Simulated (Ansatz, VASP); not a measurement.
## Co in VASP and in Ansatz

```
Co
1.0
     0.00000    1.76017    1.76017
     1.76017    0.00000    1.76017
     1.76017    1.76017    0.00000
Co
1
Direct
  0.00000 0.00000 0.00000
```

Alike in both runs: functional PBE; k mesh 20 × 20 × 20; occupations gaussian, width 0.1 eV; collinear spin.

Ansatz relaxed the structure, and its values are those at the end. VASP's run is a single point on that final structure, the one shown.

```csv
,VASP,Ansatz
version,VASP 6.6.1,Ansatz 0.2.0
potentials or method,"VASP PAW PBE potentials, release 64 (Co), cutoff 520 eV","scalar-relativistic, plane waves, PAW"
valence electrons in the cell,9,17
```

Ansatz gave:

- gap on the k mesh at the Fermi level (eV): none
- pressure (GPa): 0.0
- net moment per atom (μB): 1.64
- size of the moment on the site where the two differ most (μB): 1.71

Q: What did VASP give for the same quantities?

A: gap on the k mesh at the Fermi level (eV): none; pressure (GPa): -0.8; net moment per atom (μB): 1.64; size of the moment on the site where the two differ most (μB): 1.65.

Site moments also hang on the region over which each program counts them. A gap of «none» marks a metal or a gap that the smearing closes. VASP's potentials hold 9 valence electrons a cell and Ansatz's 17, so a difference there can come from the potentials and not from the codes.
